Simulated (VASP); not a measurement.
Here is a VASP 6.6.1 calculation.

Contents of INCAR:

```
PREC = Accurate
ENCUT = 520
EDIFF = 1E-7
ISMEAR = 0
SIGMA = 0.15
LREAL = F
LASPH = T
NELM = 100
ALGO = Fast
ISIF = 2
LWAVE = F
LCHARG = T
GGA = PS
LELF = T
LVHAR = T
NBANDS = 10
```

KPOINTS

```
Automatic mesh
0
Gamma
  22 22 22
```

File POSCAR:

```
Ir
1.0
    0.0000000000      1.9964880000      1.8429120000
    1.9964880000      0.0000000000      1.8429120000
    1.9964880000      1.9964880000      0.0000000000
Ir
1
Direct
    0.0000000000      0.0000000000      0.0000000000
```

Potentials or basis: VASP PAW PBE potentials, release 64 (Ir).

Run with:

```console
$ cat potpaw_PBE.64/Ir/POTCAR > POTCAR
$ mpirun -np 1 vasp_std > vasp.out
```

Q: What does it give for the pressure?

A: -13.4 GPa.

Stress tensor (GPa, compression positive):
```
-21.80   0.00   0.00
  0.00 -21.80   0.00
  0.00   0.00   3.52
```

Caveat: the cell differs from its parent crystal (strain +0.040 along x and y, -0.040 along z); the PAW data sets were made with another functional, which shifts forces and pressure a little.
